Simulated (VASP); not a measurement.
Crystal: In4O.

```
CELL_PARAMETERS angstrom
4.42494 0.00000 0.00000
0.00000 4.42494 0.00000
0.00000 0.00000 6.39552
ATOMIC_POSITIONS crystal
In 0.00000 0.50000 0.75566
In 0.50000 0.00000 0.75566
In 0.00000 0.50000 0.24434
In 0.50000 0.00000 0.24434
O 0.00000 0.00000 0.00000
```

The cell was generated, and may not be a known phase.

```yaml
Program: VASP 6.6.1
Task: relaxation of cell and atoms
Functional: PBE
Potentials_or_basis: VASP PAW PBE potentials, release 64 (In_d, O)
Cutoff: 600 eV
k_mesh: 4 × 4 × 4
Occupations: gaussian, width 0.1 eV
Spin: no spin polarisation
```

At the start: pressure -0.3 GPa; volume 25.05 Å³/atom.

Problem. How do energy, volume and symmetry change on relaxing?

Solution. Over 5 steps the energy falls by 3.0 meV/atom and the volume is 24.87 Å³/atom (-0.7 %); space group P4/mmm (No. 123, to 0.1 Å) before and after.

The path:
| step | energy change (eV) | largest force (eV/Å) | pressure (GPa) | volume (Å³) |
| --- | --- | --- | --- | --- |
| 1 | 0.0000 | 0.0328 | -0.27 | 125.23 |
| 2 | -0.0103 | 0.0357 | -0.06 | 124.45 |
| 3 | -0.0140 | 0.0405 | 0.18 | 123.79 |
| 4 | -0.0141 | 0.0418 | 0.25 | 123.62 |
| 5 | -0.0150 | 0.0128 | -0.02 | 124.34 |

Final structure:
```cif
data_structure
_symmetry_space_group_name_H-M 'P 1'
_symmetry_Int_Tables_number 1
_cell_length_a 4.3717
_cell_length_b 4.3717
_cell_length_c 6.5062
_cell_angle_alpha 90.000
_cell_angle_beta 90.000
_cell_angle_gamma 90.000
_cell_volume 124.34
loop_
_atom_site_label
_atom_site_type_symbol
_atom_site_fract_x
_atom_site_fract_y
_atom_site_fract_z
_atom_site_occupancy
In1 In 0.00000 0.50000 0.75474 1
In2 In 0.50000 0.00000 0.75474 1
In3 In 0.00000 0.50000 0.24526 1
In4 In 0.50000 0.00000 0.24526 1
O1 O 0.00000 0.00000 0.00000 1
```
